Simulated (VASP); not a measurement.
# KCl in VASP: notebook

Runs on KCl. Level: PBE. Tasks: single point.

All numbers are computed with VASP 6.6.1; they aren't measurements. Logs are shortened: lines on timing, memory, paths and dates and some standing lists are left out, and cuts for length are marked.

### Step 1. The cell of the first run

The structure is trigonal, space group R-3m (No. 166). Conventional cell: a = 4.536 Å, b = 4.536 Å, c = 10.669 Å, α = 90.00°, β = 90.00°, γ = 120.00°. K (site symmetry -3m) has 6 Cl at 3.17 Å within 4.2 Å. Cl (site symmetry -3m) has 6 K at 3.17 Å within 4.2 Å.

### Step 2. Single point, PBE (epitaxial 111 strain +2.0%)

INCAR

```
SYSTEM = KCl
ALGO     = Normal         ! electronic algorithm
EDIFF    = 1E-7           ! SCF threshold, eV
ENCUT    = 520            ! plane-wave cutoff, eV
GGA      = PE             ! functional
ISIF     = 2              ! what is computed and relaxed
ISMEAR   = 0              ! smearing method
LASPH    = .TRUE.         ! aspherical terms in the spheres
LCHARG   = .TRUE.         ! write CHGCAR
LELF     = .TRUE.         ! ELF
LREAL    = .FALSE.        ! projectors in reciprocal space
LVHAR    = .TRUE.       
LWAVE    = .FALSE.        ! write WAVECAR
NBANDS   = 15             ! bands
NELM     = 60             ! most SCF steps
PREC     = Accurate       ! precision mode
SIGMA    = 0.01           ! smearing width, eV
```

KPOINTS

```
k-points
0
G
  4 4 4
  0 0 0
```

POSCAR

```
KCl
1.0
   -0.0853265229      3.1224187657      3.1224187657
    3.1224187657     -0.0853265229      3.1224187657
    3.1224187657      3.1224187657     -0.0853265229
K Cl
1 1
Direct
    0.0000000000      0.0000000000      0.0000000000
    0.5000000000      0.5000000000      0.5000000000
```

Potentials or basis: VASP PAW PBE potentials, release 64 (K_sv, Cl).

Run with:

```bash
$ cat potpaw_PBE.64/K_sv/POTCAR potpaw_PBE.64/Cl/POTCAR > POTCAR
$ mpirun -np 1 vasp_std > vasp.out
```

OUTCAR:

```text
SYSTEM = KCl
   EDIFF = 1E-7
   ENCUT = 520
   GGA = PE
   ISIF = 2
   ISMEAR = 0
   LASPH = .TRUE.
   LREAL = .FALSE.
   NELM = 60
   PREC = Accurate

 ion  position               nearest neighbor table
   1  0.000  0.000  0.000-   2 3.17   2 3.17   2 3.17   2 3.17   2 3.17   2 3.17
   2  0.500  0.500  0.500-   1 3.17   1 3.17   1 3.17   1 3.17   1 3.17   1 3.17

  LATTYP: Found a trigonal (rhomboedric) cell.
 ALAT       =     4.4165912775
 COS(alpha) =     0.4724965180

  Lattice vectors:

 A1 = (  -0.0853265229,   3.1224187657,   3.1224187657)
 A2 = (   3.1224187657,  -0.0853265229,   3.1224187657)
 A3 = (   3.1224187657,   3.1224187657,  -0.0853265229)

Analysis of symmetry for initial positions (statically):
=====================================================================
 Subroutine PRICEL returns:
 Original cell was already a primitive cell.

 Routine SETGRP: Setting up the symmetry group for a
 trigonal (rhombohedral) supercell.

 Subroutine GETGRP returns: Found 12 space group operations
 (whereof 12 operations were pure point group operations)
 out of a pool of 12 trial point group operations.

The static configuration has the point symmetry D_3d.

Analysis of symmetry for dynamics (positions and initial velocities):
=====================================================================
 Subroutine PRICEL returns:
 Original cell was already a primitive cell.

 Routine SETGRP: Setting up the symmetry group for a
 trigonal (rhombohedral) supercell.

 Subroutine GETGRP returns: Found 12 space group operations
 (whereof 12 operations were pure point group operations)
 out of a pool of 12 trial point group operations.

The dynamic configuration has the point symmetry D_3d.

 Subroutine INISYM returns: Found 12 space group operations
 (whereof 12 operations are pure point group operations),
 and found     1 'primitive' translations

----------------------------------------------------------------------------------------

                                     Primitive cell

  volume of cell :      63.3791

  direct lattice vectors                    reciprocal lattice vectors
    -0.085326523  3.122418766  3.122418766    -0.153713450  0.158032000  0.158032000
     3.122418766 -0.085326523  3.122418766     0.158032000 -0.153713450  0.158032000
     3.122418766  3.122418766 -0.085326523     0.158032000  0.158032000 -0.153713450

  length of vectors
     4.416591277  4.416591277  4.416591277     0.271249057  0.271249057  0.271249057

  position of ions in fractional coordinates (direct lattice)
     0.000000000  0.000000000  0.000000000
     0.500000000  0.500000000  0.500000000

  ion indices of the primitive-cell ions
   primitive index   ion index
                 1           1
                 2           2

----------------------------------------------------------------------------------------

 KPOINTS: k-points

Automatic generation of k-mesh.
 Grid dimensions read from file:
 generate k-points for:    4    4    4

 Generating k-lattice:

  Cartesian coordinates                     Fractional coordinates (reciprocal lattice)
    -0.038428363  0.039508000  0.039508000     0.250000000 -0.000000000 -0.000000000
     0.039508000 -0.038428363  0.039508000    -0.000000000  0.250000000 -0.000000000
     0.039508000  0.039508000 -0.038428363    -0.000000000 -0.000000000  0.250000000

  Length of vectors
     0.067812264  0.067812264  0.067812264

  Shift w.r.t. Gamma in fractional coordinates (k-lattice)
     0.000000000  0.000000000  0.000000000

 Subroutine IBZKPT returns following result:
 ===========================================

 Found     13 irreducible k-points:

 Following reciprocal coordinates:
            Coordinates               Weight
  0.000000  0.000000  0.000000      1.000000
  0.250000  0.000000 -0.000000      6.000000
  0.500000  0.000000 -0.000000      3.000000
  0.250000  0.250000 -0.000000      6.000000
  0.500000  0.250000  0.000000     12.000000
 -0.250000  0.250000  0.000000      6.000000
  0.500000  0.500000 -0.000000      3.000000
  0.250000  0.250000  0.250000      2.000000
  0.500000  0.250000  0.250000      6.000000
 -0.250000  0.250000  0.250000      6.000000
  0.500000  0.500000  0.250000      6.000000
 -0.250000  0.500000  0.250000      6.000000
  0.500000  0.500000  0.500000      1.000000
   k-points           NKPTS =     13   k-points in BZ     NKDIM =     13   number of bands    NBANDS=     15
   number of dos      NEDOS =    301   number of ions     NIONS =      2
   total plane-waves  NPLWV =  46656
   dimension x,y,z NGX =    36 NGY =   36 NGZ =   36
   dimension x,y,z NGXF=    72 NGYF=   72 NGZF=   72
   ions per type =               1   1
   NGX,Y,Z   is equivalent  to a cutoff of  13.55, 13.55, 13.55 a.u.
   NGXF,Y,Z  is equivalent  to a cutoff of  27.10, 27.10, 27.10 a.u.
 SYSTEM =  KCl
   PREC   = accura    normal or accurate (medium, high low for compatibility)
   ISTART =      0    job   : 0-new  1-cont  2-samecut
   ICHARG =      2    charge: 1-file 2-atom 10-const
   ISPIN  =      1    spin polarized calculation?
   LNONCOLLINEAR =      F non collinear calculations
   LSORBIT =      F    spin-orbit coupling
   LASPH  =      T    aspherical Exc in radial PAW
   ENCUT  =  520.0 eV  38.22 Ry    6.18 a.u.   8.21  8.21  8.21*2*pi/ulx,y,z
   NELM   =     60;   NELMIN=  2; NELMDL= -5     # of ELM steps
   EDIFF  = 0.1E-06   stopping-criterion for ELM
   LREAL  =      F    real-space projection
   EDIFFG = 0.1E-05   stopping-criterion for IOM
   NSW    =      0    number of steps for IOM
   IBRION =     -1    ionic relax: 0-MD 1-quasi-New 2-CG
   NFREE  =      0    steps in history (QN), initial steepest desc. (CG)
   ISIF   =      2    stress and relaxation
   ISYM   =      2    0-nonsym 1-usesym 2-fastsym
   POTIM  = 0.5000    time-step for ionic-motion
   TEBEG  =    0.0;   TEEND  =   0.0 temperature during run
   PSTRESS=    0.0 pullay stress
   NELECT =      16.0000    total number of electrons
   NUPDOWN=      -1.0000    fix difference up-down
   EMIN   =  10.00;   EMAX   =-10.00  energy-range for DOS
   EFERMI =   0.00;   METHOD = LEGACY
   ISMEAR =     0;   SIGMA  =   0.01  broadening in eV -4-tet -1-fermi 0-gaus
   EFERMI_NEDOS =   21; number of points for ismear=-14 and -15
   IALGO  =     38    algorithm
   IMIX   =      4    mixing-type and parameters
     AMIX     =   0.40;   BMIX     =  1.00
     AMIX_MAG =   1.60;   BMIX_MAG =  1.00
  volume/ion in A,a.u.               =      31.69       213.85
  Fermi-wavevector in a.u.,A,eV,Ry     =   1.034664  1.955232 14.565450  1.070530
  Thomas-Fermi vector in A             =   2.168970
   LORBIT       =      0    0 simple, 1 ext, 2 COOP (PROOUT), +10 PAW based schemes
   GGA     = PE    functional components
   LHFCALC =     F    Hartree Fock is set to
   AEXX    =    0.0000 exact exchange contribution
   IVDW    =     0    specifies the selected vdW correction
   LEPSILON=     F    determine dielectric tensor
   LRPA    =     F    only Hartree local field effects (RPA)
 non-spin polarized calculation
 Gauss-broadening in eV      SIGMA  =   0.01
  energy-cutoff  :      520.00
  volume of cell :       63.38
 maximum number of plane-waves:      1723
 NGX is ok and might be reduce to    36
   NGX = 17   NGY = 17   NGZ = 17

 number of electron      15.9999999 magnetization

 Free energy of the ion-electron system (eV)
  ---------------------------------------------------
  ext. energy  EPLUGINS =         0.00000000
  ---------------------------------------------------
  free energy    TOTEN  =        -6.80544845 eV

  energy without entropy =       -6.80544845  energy(sigma->0) =       -6.80544845

 E-fermi :  -1.7654     XC(G=0):  -7.4698

 val. band max:       -1.8566330489   @ k =   0.0000   0.0000   0.0000
 cond. band min:       3.2156759011   @ k =   0.0000   0.0000   0.0000
 fundamental gap:      5.0723089500
 Fermi energy:        -1.7653657711

 k-point     1 :       0.0000    0.0000    0.0000
  band No.  band energies     occupation
      1     -29.1543      2.00000
      2     -14.0044      2.00000
      3     -12.6165      2.00000
      4     -12.6131      2.00000
      5     -12.6131      2.00000
      6      -1.9282      2.00000
      7      -1.9282      2.00000
      8      -1.8566      2.00000
      9       3.2157      0.00000
     10       6.3507      0.00000
     11       6.3507      0.00000
     12       6.6953      0.00000
     13       7.3372      0.00000
     14       7.3372      0.00000
     15      11.0152      0.00000

 k-point     2 :       0.2500    0.0000   -0.0000
  band No.  band energies     occupation
      1     -29.1497      2.00000
      2     -14.1035      2.00000
      3     -12.6221      2.00000
      4     -12.6155      2.00000
      5     -12.4878      2.00000
      6      -2.4846      2.00000
      7      -2.0842      2.00000
      8      -2.0181      2.00000
      9       4.4446      0.00000
     10       6.2076      0.00000
     11       7.0719      0.00000
     12       7.3772      0.00000
     13       8.0872      0.00000
     14       8.1328      0.00000
     15      11.5314      0.00000

 k-point     3 :       0.5000    0.0000   -0.0000
  band No.  band energies     occupation
      1     -29.1450      2.00000
      2     -14.1897      2.00000
      3     -12.6280      2.00000
      4     -12.6178      2.00000
      5     -12.3742      2.00000
      6      -2.9355      2.00000
      7      -2.2302      2.00000
      8      -2.1610      2.00000
      9       5.6348      0.00000
     10       6.5695      0.00000
     11       8.3922      0.00000
     12       8.6813      0.00000
     13       9.3363      0.00000
     14       9.6432      0.00000
     15      10.0004      0.00000
[... 145 lines left out ...]
 k-point    12 :      -0.2500    0.5000    0.2500
  band No.  band energies     occupation
      1     -29.1416      2.00000
      2     -14.0002      2.00000
      3     -12.7164      2.00000
      4     -12.6968      2.00000
      5     -12.5283      2.00000
      6      -2.3985      2.00000
      7      -2.3604      2.00000
      8      -2.3575      2.00000
      9       6.1000      0.00000
     10       6.1058      0.00000
     11       7.4736      0.00000
     12       7.8703      0.00000
     13       9.7179      0.00000
     14       9.7498      0.00000
     15      10.0366      0.00000

 k-point    13 :       0.5000    0.5000    0.5000
  band No.  band energies     occupation
      1     -29.1431      2.00000
      2     -14.1641      2.00000
      3     -12.6251      2.00000
      4     -12.6251      2.00000
      5     -12.4088      2.00000
      6      -2.9179      2.00000
      7      -2.2727      2.00000
      8      -2.2727      2.00000
      9       5.6327      0.00000
     10       6.7456      0.00000
     11       8.6433      0.00000
     12       8.6433      0.00000
     13       9.3091      0.00000
     14       9.3091      0.00000
     15      10.0745      0.00000

------------------------ aborting loop because EDIFF is reached ----------------------------------------

  FORCE on cell =-STRESS in cart. coord.  units (eV):
  Direction    XX          YY          ZZ          XY          YZ          ZX
  --------------------------------------------------------------------------------------
  -------------------------------------------------------------------------------------
  Total        0.1717271      0.1717271      0.1717271      0.0634011      0.0634011      0.0634011
  in kB        4.3411363      4.3411363      4.3411363      1.6027337      1.6027337      1.6027337
  external PRESSURE =       4.3411363 kB  Pullay stress =       0.0000000 kB

 VOLUME and BASIS-vectors are now :
 -----------------------------------------------------------------------------
  energy-cutoff  :      520.00
  volume of cell :       63.38
      direct lattice vectors                 reciprocal lattice vectors
    -0.085326523  3.122418766  3.122418766    -0.153713450  0.158032000  0.158032000
     3.122418766 -0.085326523  3.122418766     0.158032000 -0.153713450  0.158032000
     3.122418766  3.122418766 -0.085326523     0.158032000  0.158032000 -0.153713450

 POSITION                                       TOTAL-FORCE (eV/Angst)
 -----------------------------------------------------------------------------------
      0.00000      0.00000      0.00000         0.000000     -0.000000      0.000000
      3.07976      3.07976      3.07976        -0.000000      0.000000     -0.000000
 -----------------------------------------------------------------------------------
    total drift:                                0.000000      0.000000      0.000000

  FREE ENERGIE OF THE ION-ELECTRON SYSTEM (eV)
  ---------------------------------------------------
  free  energy   TOTEN  =        -6.8054484537 eV

  energy  without entropy=       -6.8054484537  energy(sigma->0) =       -6.80544845
```

Wall time 9.6 s (1 thread of Intel Xeon 6975P-C (Granite Rapids), shared host); peak memory 0.2 GiB.

Results:

```yaml
Free_energy: -6.8054 eV
Pressure: 0.4 GPa
Band_gap_on_the_k_mesh: 5.07 eV, direct
```

Caveat: the k points lie up to 0.43 Å⁻¹ apart; the cell differs from its parent crystal (epitaxial 111 strain +2.0%).

### Step 3. Single point, PBE (uniaxial x strain +3.0%)

INCAR

```
SYSTEM = KCl
PREC = Accurate ; ENCUT = 520
EDIFF = 1E-6 ; ISMEAR = 0
SIGMA = 0.01 ; LREAL = .FALSE.
LASPH = .TRUE. ; NELM = 60
ALGO = Normal ; ISIF = 2
LWAVE = .FALSE. ; LCHARG = .TRUE.
GGA = PE ; LELF = .TRUE.
LVHAR = .TRUE. ; NBANDS = 15
```

KPOINTS

```
Automatic mesh
0
G
  4 4 4
  0 0 0
```

POSCAR

```
KCl
1.0
    0.0000000000      3.1448483221      3.1448483221
    3.2391937718      0.0000000000      3.1448483221
    3.2391937718      3.1448483221      0.0000000000
K Cl
1 1
Direct
    0.0000000000      0.0000000000      0.0000000000
    0.5000000000      0.5000000000      0.5000000000
```

Potentials or basis: VASP PAW PBE potentials, release 64 (K_sv, Cl).

Run with:

```bash
$ cat potpaw_PBE.64/K_sv/POTCAR potpaw_PBE.64/Cl/POTCAR > POTCAR
$ mpirun -np 1 vasp_std > vasp.out
```

OUTCAR:

```text
SYSTEM = KCl
   PREC = Accurate
   ENCUT = 520
   EDIFF = 1E-6
   ISMEAR = 0
   LREAL = .FALSE.
   LASPH = .TRUE.
   NELM = 60
   ISIF = 2
   GGA = PE

 ion  position               nearest neighbor table
   1  0.000  0.000  0.000-   2 3.14   2 3.14   2 3.14   2 3.14
   2  0.500  0.500  0.500-   1 3.14   1 3.14   1 3.14   1 3.14

  LATTYP: Found a body centered tetragonal cell.
 ALAT       =     4.4474871487
 C/A-ratio  =     1.4566399693

  Lattice vectors:

 A1 = (   3.2391937718,   0.0000000000,   3.1448483221)
 A2 = (   3.2391937718,   0.0000000000,  -3.1448483221)
 A3 = (  -3.2391937718,   3.1448483221,   0.0000000000)

Analysis of symmetry for initial positions (statically):
=====================================================================
 Subroutine PRICEL returns:
 Original cell was already a primitive cell.

 Routine SETGRP: Setting up the symmetry group for a
 body centered tetragonal supercell.

 Subroutine GETGRP returns: Found 16 space group operations
 (whereof 16 operations were pure point group operations)
 out of a pool of 16 trial point group operations.

[... 162 lines left out ...]
      3     -12.6798      2.00000
      4     -12.6755      2.00000
      5     -12.6755      2.00000
      6      -1.9606      2.00000
      7      -1.9457      2.00000
      8      -1.9457      2.00000
      9       3.1382      0.00000
     10       6.2945      0.00000
     11       6.4750      0.00000
     12       6.4750      0.00000
     13       7.2120      0.00000
     14       7.3415      0.00000
[... 203 lines left out ...]
      2     -13.9493      2.00000
      3     -12.8034      2.00000
      4     -12.7208      2.00000
      5     -12.7208      2.00000
      6      -2.6143      2.00000
      7      -2.1459      2.00000
      8      -2.1459      2.00000
      9       4.6316      0.00000
     10       6.2519      0.00000
     11       7.8300      0.00000
     12       8.1903      0.00000
     13       8.5568      0.00000
     14       9.6409      0.00000
     15       9.6409      0.00000

------------------------ aborting loop because EDIFF is reached ----------------------------------------

  FORCE on cell =-STRESS in cart. coord.  units (eV):
  Direction    XX          YY          ZZ          XY          YZ          ZX
  --------------------------------------------------------------------------------------
  -------------------------------------------------------------------------------------
  Total       -0.1248867      0.2421192      0.2421192      0.0000000      0.0000000      0.0000000
  in kB       -3.1229172      6.0544342      6.0544342      0.0000000      0.0000000      0.0000000
  external PRESSURE =       2.9953171 kB  Pullay stress =       0.0000000 kB

 VOLUME and BASIS-vectors are now :
 -----------------------------------------------------------------------------
  energy-cutoff  :      520.00
  volume of cell :       64.07
      direct lattice vectors                 reciprocal lattice vectors
     0.000000000  3.144848322  3.144848322    -0.154359398  0.158990180  0.158990180
     3.239193772  0.000000000  3.144848322     0.154359398 -0.158990180  0.158990180
     3.239193772  3.144848322  0.000000000     0.154359398  0.158990180 -0.158990180

 POSITION                                       TOTAL-FORCE (eV/Angst)
 -----------------------------------------------------------------------------------
      0.00000      0.00000      0.00000         0.000000      0.000000      0.000000
      3.23919      3.14485      3.14485        -0.000000     -0.000000     -0.000000
 -----------------------------------------------------------------------------------
    total drift:                                0.000000      0.000000      0.000000

  FREE ENERGIE OF THE ION-ELECTRON SYSTEM (eV)
  ---------------------------------------------------
  free  energy   TOTEN  =        -6.8061718033 eV

  energy  without entropy=       -6.8061718033  energy(sigma->0) =       -6.80617180
```

stdout:

```text
POSCAR found type information on POSCAR K Cl
 POSCAR found :  2 types and       2 ions
 scaLAPACK will be used
 LDA part: xc-table for (Slater+PW92), standard interpolation
 POSCAR, INCAR and KPOINTS ok, starting setup
 FFT: planning ... GRIDC
 FFT: planning ... GRID_SOFT
 FFT: planning ... GRID
 WAVECAR not read
 entering main loop
```

It took 9.8 s on 1 thread of Intel Xeon 6975P-C (Granite Rapids), shared host; peak memory 0.2 GiB.

What came out:

```
Free energy            : -6.8062 eV
Pressure               : 0.3 GPa
Band gap on the k mesh : 5.08 eV, direct
```

Caveat: the k points lie up to 0.43 Å⁻¹ apart; the cell differs from its parent crystal (uniaxial x strain +3.0%).
